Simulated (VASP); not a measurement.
Runs of VASP 6.6.1 on Y. The structure is that of space group Im-3m (No. 229), or close to it. The cells are those of the table. This isn't the form of Y at room conditions, which is hcp.

```csv
cell,gap on the mesh (eV),pressure (GPa)
"a = 3.144 Å, angles 109.5°, 1 atom",none,(b)
"a = 2.688 Å, angles 109.5°, 1 atom",none,84.3
"a = 3.007 Å, angles 109.5°, 1 atom",none,(a)
"a = 3.387 Å, angles 109.5°, 1 atom",none,-0.2
"a = 2.857 Å, angles 109.5°, 1 atom",none,47.4
"a = 3.270 Å, angles 109.5°, 1 atom",none,5.3
"a = 2.495 Å, angles 109.5°, 1 atom",none,167.4
```

Alike in all rows: task single point; level LDA; potentials or basis VASP PAW LDA potentials, release 64 (Y_sv); no spin polarisation; k mesh 14 × 14 × 14; cutoff (eV) 520; smearing fermi-dirac 0.05 eV.

Task: Fill in the values left out.

Result: (a) 25.9; (b) 13.4.

Caveats: the cell stands under pressure (at least some runs).

A k mesh can miss the band edges, and the runs leave out spin-orbit coupling on Y.

A gap of «none» marks levels without a gap at the run's occupations.
